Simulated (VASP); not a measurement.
## CuO: single point with LDA

CuO:

```xyz
4
Lattice="0.0000 -2.1306 -2.1306 -2.1306 0.0000 -2.1306 2.1306 2.1306 -4.2612" Properties=species:S:1:pos:R:3 pbc="T T T"
Cu    0.0235   -0.0338   -4.1693
Cu    0.0235    2.0967   -6.2999
O    -0.0235    0.0338   -6.4836
O    -0.0235    0.0338   -2.2224
```

```json
{"Program": "VASP 6.6.1", "Task": "single point", "Functional": "LDA", "Potentials or basis": "VASP PAW LDA potentials, release 64 (Cu, O)", "Cutoff": "520 eV", "k mesh": "10 × 10 × 6", "Occupations": "fermi-dirac, width 0.05 eV", "Spin": "no spin polarisation"}
```

```yaml
Pressure: -13.5 GPa
Largest_force: 0.949 eV/Å
Band_gap_on_the_k_mesh: zero (bands 17 and 18 overlap by 1.12 eV)
```

Forces on the atoms (eV/Å):
```
Cu  -0.168  0.238 -0.904
Cu  -0.168  0.238 -0.904
O    0.168 -0.238  0.904
O    0.168 -0.238  0.904
```

Stress tensor (GPa, compression positive):
```
-15.97   0.13  -0.44
  0.13 -15.34   0.68
 -0.44   0.68  -9.28
```

Levels at points of the mesh, in eV from the Fermi level:
```tsv
k point	band 13	band 14	band 15	band 16	band 17	band 18	band 19	band 20	band 21	band 22
(0.00, 0.00, 0.00)	-1.54	-1.49	-1.41	-1.13	0.53	0.68	1.34	5.79	9.18	13.56
(0.50, 0.00, 0.00)	-1.53	-1.53	-0.75	-0.75	-0.28	-0.28	6.94	6.94	9.35	9.35
(0.00, 0.50, 0.00)	-1.47	-1.47	-0.61	-0.61	-0.30	-0.30	6.96	6.96	9.28	9.28
(0.50, 0.50, 0.00)	-1.66	-1.66	-1.57	-1.42	0.50	0.65	5.28	5.80	9.18	10.63
(0.00, 0.00, 0.50)	-1.83	-1.83	-0.16	-0.16	-0.04	-0.04	4.08	4.08	11.80	11.80
(0.50, 0.00, 0.50)	-1.66	-1.62	-1.49	-1.43	0.46	0.59	5.33	5.82	9.19	10.41
(0.00, 0.50, 0.50)	-1.65	-1.62	-1.49	-1.37	0.69	0.73	5.33	5.74	9.18	10.39
(0.50, 0.50, 0.50)	-1.55	-1.55	-0.74	-0.74	-0.43	-0.43	6.91	6.91	9.46	9.46
```

It took 3.8 min on 1 thread of Intel(R) Xeon(R) Platinum 8259CL CPU @ 2.50GHz (Skylake/Cascade Lake), with other jobs on the host, peak memory 0.34 GiB.

Caveat: the stress differs along the axes, from -16 to -9 GPa; semilocal functionals often make such compounds metallic where correlation or magnetic order opens a gap, which also shifts bond lengths. With open d or f shells a metallic result of LDA can be an artefact of self-interaction; +U or a hybrid may open a gap.
